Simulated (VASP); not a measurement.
Crystal: Pd.

```
Pd
1.0
     0.00000    1.94650    1.94650
     1.94650    0.00000    1.94650
     1.94650    1.94650    0.00000
Pd
1
Direct
  0.00000 0.00000 0.00000
```

```yaml
Program: VASP 6.6.1
Task: relaxation of volume and atoms at fixed shape
Functional: LDA
Potentials_or_basis: VASP PAW LDA potentials, release 64 (Pd)
Cutoff: 500 eV
k_mesh: 11 × 11 × 11
Occupations: gaussian, width 0.05 eV
Spin: no spin polarisation
```

At the start: pressure -7.8 GPa; volume 14.75 Å³/atom.

Q: How do energy, volume and symmetry change on relaxing?

A: Over 4 steps the energy falls by 14.1 meV/atom and the volume is 14.19 Å³/atom (-3.8 %); space group Fm-3m (No. 225, to 0.05 Å).

Step by step:
| step | energy change (eV) | largest force (eV/Å) | pressure (GPa) | volume (Å³) |
| --- | --- | --- | --- | --- |
| 1 | 0.0000 | 0.0000 | -7.80 | 14.75 |
| 2 | 0.0347 | 0.0000 | 18.15 | 13.27 |
| 3 | -0.0141 | 0.0000 | -0.18 | 14.21 |
| 4 | -0.0141 | 0.0000 | -0.02 | 14.19 |

Final structure:
```
Pd
1.0
     0.00000    1.92175    1.92175
     1.92175    0.00000    1.92175
     1.92175    1.92175    0.00000
Pd
1
Cartesian
  1.9218 0.0000 1.9218
```
